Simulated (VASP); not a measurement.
# Si (Fd-3m) in VASP: elastic constants with LDA

Aim: the elastic constants of Si with LDA.

Everything below comes from runs of VASP 6.6.1. Logs are shortened: lines on timing, memory, paths and dates and some standing lists are left out, and cuts for length are marked.

**1. The cell of the first run**

Symmetry: Fd-3m, No. 227, cubic system. The conventional cell has a = 5.402 Å, b = 5.402 Å, c = 5.402 Å, α = 90.00°, β = 90.00°, γ = 90.00°. Within 3.1 Å of Si (site symmetry -43m) lie 4 Si at 2.34 Å.

**2. Elastic constants, LDA**

INCAR reads:

```
PREC = Accurate
ENCUT = 600
EDIFF = 1E-8
ISMEAR = 0
SIGMA = 0.01
LREAL = False
LASPH = True
NELM = 60
ALGO = Normal
ISIF = 3
LWAVE = False
LCHARG = True
GGA = CA
NBANDS = 11
IBRION = 6
NFREE = 2
POTIM = 0.015
NSW = 1
```

KPOINTS reads:

```
Automatic mesh
0
Gamma
  10 10 10
```

POSCAR reads:

```
Si
1.0
    0.0000000000      2.7009890248      2.7009890248
    2.7009890248      0.0000000000      2.7009890248
    2.7009890248      2.7009890248      0.0000000000
Si
2
Direct
    0.7500000000      0.7500000000      0.7500000000
    0.5000000000      0.5000000000      0.5000000000
```

Potentials or basis: VASP PAW LDA potentials, release 64 (Si).

Started as:

```console
$ cat potpaw_LDA.64/Si/POTCAR > POTCAR
$ mpirun -np 1 vasp_std > vasp.out
```

OUTCAR:

```text
PREC = Accurate
   ENCUT = 600
   EDIFF = 1E-8
   ISMEAR = 0
   LREAL = False
   LASPH = True
   NELM = 60
   ISIF = 3
   GGA = CA
   IBRION = 6
   NFREE = 2
   POTIM = 0.015
   NSW = 1

 ion  position               nearest neighbor table
   1  0.750  0.750  0.750-   2 2.34   2 2.34   2 2.34   2 2.34
   2  0.500  0.500  0.500-   1 2.34   1 2.34   1 2.34   1 2.34

  LATTYP: Found a face centered cubic cell.
 ALAT       =     5.4019780496

  Lattice vectors:

 A1 = (   0.0000000000,   2.7009890248,   2.7009890248)
 A2 = (   2.7009890248,   0.0000000000,   2.7009890248)
 A3 = (   2.7009890248,   2.7009890248,   0.0000000000)

Analysis of symmetry for initial positions (statically):
=====================================================================
 Subroutine PRICEL returns:
 Original cell was already a primitive cell.

 Routine SETGRP: Setting up the symmetry group for a
 face centered cubic supercell.

 Subroutine GETGRP returns: Found 48 space group operations
 (whereof 24 operations were pure point group operations)
 out of a pool of 48 trial point group operations.

The static configuration has the point symmetry T_d .
 The point group associated with its full space group is O_h .

Analysis of symmetry for dynamics (positions and initial velocities):
=====================================================================
 Subroutine PRICEL returns:
 Original cell was already a primitive cell.

 Routine SETGRP: Setting up the symmetry group for a
 face centered cubic supercell.

 Subroutine GETGRP returns: Found 48 space group operations
 (whereof 24 operations were pure point group operations)
 out of a pool of 48 trial point group operations.

The dynamic configuration has the point symmetry T_d .
 The point group associated with its full space group is O_h .

 Subroutine INISYM returns: Found 48 space group operations
 (whereof 24 operations are pure point group operations),
[... 670 lines left out ...]
      3       3.0384      2.00000
      4       3.4608      2.00000
      5       6.8667      0.00000
      6       8.0636      0.00000
      7      12.8879      0.00000
      8      13.0240      0.00000
      9      16.4050      0.00000
     10      16.7135      0.00000
     11      18.0129      0.00000

 [... further k-points ...]

------------------------ aborting loop because EDIFF is reached ----------------------------------------

  FORCE on cell =-STRESS in cart. coord.  units (eV):
  Direction    XX          YY          ZZ          XY          YZ          ZX
  --------------------------------------------------------------------------------------
  -------------------------------------------------------------------------------------
  Total        0.0124986      0.0162953      0.0162953      0.0000000      0.1495330      0.0000000
  in kB        0.5081272      0.6624817      0.6624817      0.0000000      6.0792377      0.0000000
  external PRESSURE =       0.6110302 kB  Pullay stress =       0.0000000 kB
[... 17 lines left out ...]
  FREE ENERGIE OF THE ION-ELECTRON SYSTEM (eV)
  ---------------------------------------------------
  free  energy   TOTEN  =       -11.9177572264 eV

  energy  without entropy=      -11.9177572264  energy(sigma->0) =      -11.91775723

 INTERNAL STRAIN TENSORS FROM STRAINED CELLS
 ============================================

 INTERNAL STRAIN TENSOR FOR ION    1 for displacements in x,y,z  (eV/Angst):
          X           Y           Z          XY          YZ          ZX
  --------------------------------------------------------------------------------
  x     0.00000     0.00000    -0.00000     0.00000    -9.97163    -0.00000
  y    -0.00000     0.00000    -0.00000     0.00000    -0.00000    -9.97166
  z    -0.00000     0.00000     0.00000    -9.97136    -0.00000     0.00000

 INTERNAL STRAIN TENSORS FROM DISPLACED ATOMS
 ============================================

 INTERNAL STRAIN TENSOR FOR ION    1 for displacements in x,y,z  (eV/Angst):
          X           Y           Z          XY          YZ          ZX
  --------------------------------------------------------------------------------
  x     0.00000    -0.00000    -0.00000     0.00000    -9.96912     0.00000
  y    -0.00000     0.00000    -0.00000     0.00000     0.00000    -9.96912
  z    -0.00000    -0.00000     0.00000    -9.96912     0.00000     0.00000

 INTERNAL STRAIN TENSOR FOR ION    2 for displacements in x,y,z  (eV/Angst):
          X           Y           Z          XY          YZ          ZX
  --------------------------------------------------------------------------------
  x     0.00000     0.00000     0.00000     0.00000     9.96912     0.00000
  y     0.00000     0.00000     0.00000     0.00000     0.00000     9.96912
  z     0.00000     0.00000     0.00000     9.96912     0.00000     0.00000

 Eigenvectors and eigenvalues of the dynamical matrix
 ----------------------------------------------------

   1 f  =   15.377236 THz    96.618022 2PiTHz  512.929375 cm-1    63.595109 meV
             X         Y         Z           dx          dy          dz
      4.051484  4.051484  4.051484     0.000000   -0.707107    0.000000
      2.700989  2.700989  2.700989     0.000000    0.707107    0.000000
[... 21 lines left out ...]
   6 f  =    0.000000 THz     0.000000 2PiTHz    0.000000 cm-1     0.000000 meV
             X         Y         Z           dx          dy          dz
      4.051484  4.051484  4.051484     0.000000    0.000000    0.707107
      2.700989  2.700989  2.700989     0.000000    0.000000    0.707107

--------------------------------------------------------------------------------------------------------

 ELASTIC MODULI CONTR FROM IONIC RELAXATION (kBar)
 Direction    XX          YY          ZZ          XY          YZ          ZX
 --------------------------------------------------------------------------------
 XX          -0.0000     -0.0000     -0.0000     -0.0000      0.0000     -0.0000
 YY          -0.0000     -0.0000     -0.0000     -0.0000     -0.0000      0.0000
 ZZ          -0.0000     -0.0000     -0.0000      0.0000     -0.0000     -0.0000
 XY          -0.0000     -0.0000      0.0000   -297.3899      0.0000      0.0000
 YZ           0.0000     -0.0000     -0.0000      0.0000   -297.3899      0.0000
 ZX          -0.0000      0.0000     -0.0000      0.0000      0.0000   -297.3899
 --------------------------------------------------------------------------------

 TOTAL ELASTIC MODULI (kBar)
 Direction    XX          YY          ZZ          XY          YZ          ZX
 --------------------------------------------------------------------------------
 XX        1612.8062    646.9429    646.9429     -0.0000      0.0000      0.0000
 YY         646.9429   1612.8062    646.9429      0.0000     -0.0000     -0.0000
 ZZ         646.9429    646.9429   1612.8062      0.0000     -0.0000      0.0000
 XY          -0.0000      0.0000      0.0000    760.4898      0.0000      0.0000
 YZ           0.0000     -0.0000     -0.0000      0.0000    760.4898      0.0000
 ZX           0.0000     -0.0000      0.0000      0.0000      0.0000    760.4898
 --------------------------------------------------------------------------------
```

Run time: 6 min. Hardware: 1 thread of Intel Xeon Platinum 8488C (Sapphire Rapids), shared host; peak memory 0.31 GiB.

Results:

```
Elastic constants C11, C12, C44 : 161, 65, 76 GPa
Voigt bulk modulus              : 97 GPa
Highest phonon frequency at Γ   : 513 cm⁻¹
```

Phonon frequencies in cm⁻¹ (negative: imaginary):
| q point | frequencies |
| --- | --- |
| (0.000, 0.000, 0.000) | 0 0 0 513 513 513 |

Elastic tensor in Voigt notation (GPa, in the Cartesian axes of the cell as first typed):
```
161  65  65   0   0   0
 65 161  65   0   0   0
 65  65 161   0   0   0
  0   0   0  76   0   0
  0   0   0   0  76   0
  0   0   0   0   0  76
```

Clamped-ion elastic tensor (GPa):
```
161  65  65   0   0   0
 65 161  65   0   0   0
 65  65 161   0   0   0
  0   0   0 106   0   0
  0   0   0   0 106   0
  0   0   0   0   0 106
```
